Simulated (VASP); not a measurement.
Input of a VASP 6.6.1 run:

Contents of INCAR:

```
ALGO = Normal
EDIFF = 1E-6
ENCUT = 520
GGA = PE
ISIF = 2
ISMEAR = -1
LASPH = True
LCHARG = False
LREAL = False
LWAVE = False
NBANDS = 26
NELM = 80
PREC = Accurate
SIGMA = 0.1
```

KPOINTS

```
k-points
0
Gamma
  13 13 7
```

The input POSCAR:

```
GaN
1.0
    2.5113037707      0.0000000000      0.0000000000
   -1.2556518853      2.1748528621      0.0000000000
    0.0000000000      0.0000000000      4.7353801124
Ga N
2 2
Direct
    0.3333333333      0.6666666667      0.0199141820
    0.6666666667      0.3333333333      0.5199141820
    0.3333333333      0.6666666667      0.3560858180
    0.6666666667      0.3333333333      0.8560858180
```

Potentials or basis: VASP PAW PBE potentials, release 64 (Ga_d, N).

The run is started by

```bash
$ cat potpaw_PBE.64/Ga_d/POTCAR potpaw_PBE.64/N/POTCAR > POTCAR
$ mpirun -np 1 vasp_std > vasp.out
```

**Question.** Estimate the band gap on the k mesh.

**Answer.** 2.06 eV, indirect (least direct gap 3.75 eV).

**Question.** Predict the largest force.

**Answer.** 0.041 eV/Å.

**Question.** What does it give for the pressure?

**Answer.** 345.7 GPa.

Stress tensor (GPa, compression positive):
```
346.56   0.00   0.00
  0.00 346.56   0.00
  0.00   0.00 343.96
```

 A k mesh can miss the band edges.
